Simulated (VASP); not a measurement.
# CdS (Hawleyite): single point with PBE

CdS (Hawleyite):

```xyz
2
Lattice="0.0610 2.9392 2.9392 2.9392 0.0610 2.9392 3.0002 3.0002 0.0000" Properties=species:S:1:pos:R:3 pbc="T T T"
Cd    0.0000    0.0000    0.0270
S     1.5001    1.5001    1.4427
```

This cell differs from its parent crystal: shear xy strain +4.2%.

```yaml
Program: VASP 6.6.1
Task: single point
Functional: PBE
Potentials_or_basis: VASP PAW PBE potentials, release 64 (Cd, S)
Cutoff: 520 eV
k_mesh: 8 × 8 × 8
Occupations: fermi-dirac, width 0.02 eV
Spin: no spin polarisation
Dipole_correction: no
Further_INCAR_settings: ALGO = Normal; EDIFF = 1e-07; NBANDS = 16
```

```
Pressure               : 1.7 GPa
Largest force          : 0.003 eV/Å
Band gap on the k mesh : 1.00 eV, direct
```

Forces on the atoms (eV/Å):
```
Cd   0.000  0.000  0.003
S    0.000  0.000 -0.003
```

Stress tensor (GPa, compression positive):
```
 1.69 -1.05  0.00
-1.05  1.69  0.00
 0.00  0.00  1.68
```

Levels at points of the mesh, in eV from the valence-band top:
| k point | band 5 | band 6 | band 7 | band 8 | band 9 | band 10 | band 11 | band 12 | band 13 | band 14 |
| --- | --- | --- | --- | --- | --- | --- | --- | --- | --- | --- |
| (0.00, 0.00, 0.00) | -7.28 | -7.28 | -0.16 | -0.09 | 0.00 | 1.00 | 6.24 | 6.49 | 6.73 | 11.23 |
| (0.50, 0.00, 0.00) | -7.23 | -6.89 | -4.28 | -0.91 | -0.78 | 2.77 | 6.81 | 6.82 | 7.41 | 10.89 |
| (0.50, 0.50, 0.00) | -7.20 | -6.86 | -3.93 | -2.04 | -1.70 | 3.38 | 4.38 | 9.06 | 10.52 | 10.61 |
| (0.00, 0.00, 0.50) | -7.24 | -6.95 | -4.40 | -0.82 | -0.68 | 3.02 | 7.00 | 7.07 | 7.27 | 11.02 |
| (0.50, 0.00, 0.50) | -7.20 | -6.86 | -3.92 | -1.87 | -1.87 | 3.50 | 4.24 | 8.99 | 10.52 | 10.63 |

It took 57 s on 1 thread of Intel(R) Xeon(R) Platinum 8375C CPU @ 2.90GHz (Ice Lake), with other jobs on the host, peak memory 0.22 GiB.

Caveat: the cell differs from its parent crystal (shear xy strain +4.2%).
